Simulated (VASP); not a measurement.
Wanted: the native input for a VASP 6.6.1 run.

| Property | Result |
| --- | --- |
| Task | relaxation of cell and atoms |
| Functional | PBEsol |
| Potentials or basis | VASP PAW PBE potentials, release 64 (Pb_d, O) |
| Cutoff | 600 eV |
| k mesh | 9 × 9 × 9 |
| Occupations | fermi-dirac, width 0.05 eV |
| Spin | no spin polarisation |
| Target pressure | 5 GPa |
| Dipole correction | no |
| Further INCAR settings | ALGO = Normal; EDIFF = 1e-06; IBRION = 2; EDIFFG = -0.01; NSW = 60; ISIF = 3 |

The structure of PbO2 lies in POSCAR:

```
PbO2
1.0
    0.0000000000      2.7019920000      2.7019920000
    2.7019920000      0.0000000000      2.7019920000
    2.7019920000      2.7019920000      0.0000000000
Pb O
1 2
Direct
    0.0000000000      0.0000000000      0.0000000000
    0.7500000000      0.7500000000      0.7500000000
    0.2500000000      0.2500000000      0.2500000000
```

These files were run (other wordings do the same):

INCAR

```
SYSTEM = PbO2
ALGO = Normal
EDIFF = 1E-6
EDIFFG = -0.01
ENCUT = 600
GGA = PS
IBRION = 2
ISIF = 3
ISMEAR = -1
LASPH = .TRUE.
LCHARG = .FALSE.
LREAL = .FALSE.
LWAVE = .FALSE.
NELM = 100
NSW = 60
PREC = Accurate
PSTRESS = 50.0
SIGMA = 0.05
```

KPOINTS

```
k-points
0
G
  9 9 9
  0 0 0
```

Potentials or basis: VASP PAW PBE potentials, release 64 (Pb_d, O).

The run is started by

```sh
$ cat potpaw_PBE.64/Pb_d/POTCAR potpaw_PBE.64/O/POTCAR > POTCAR
$ mpirun -np 1 vasp_std > vasp.out
```

It gave:

| Property | Result |
| --- | --- |
| Relaxed volume | 12.26 Å³/atom |
| Relaxed cell | a = 3.733 Å, b = 3.733 Å, c = 3.733 Å, α = 60.00°, β = 60.00°, γ = 60.00° |
| Space group after relaxing (to 0.1 Å) | Fm-3m (No. 225) |
| Energy change on relaxing (the run minimises the enthalpy) | -3.8 meV/atom |
| Ionic steps | 3 |
| Pressure after relaxing | 4.9 GPa |
| Band gap on the k mesh | zero (bands 13 and 14 overlap by 1.32 eV) |

Caveat: the cell is relaxed towards a set pressure, so the run minimises the enthalpy, not the energy; the PAW data sets were made with another functional, which shifts forces and pressure a little; spin-orbit coupling is left out, which moves the levels of the heavy elements.

Run time: 86 s on 1 thread of Intel Xeon 8259CL, on a shared host, peak memory 0.2 GiB.
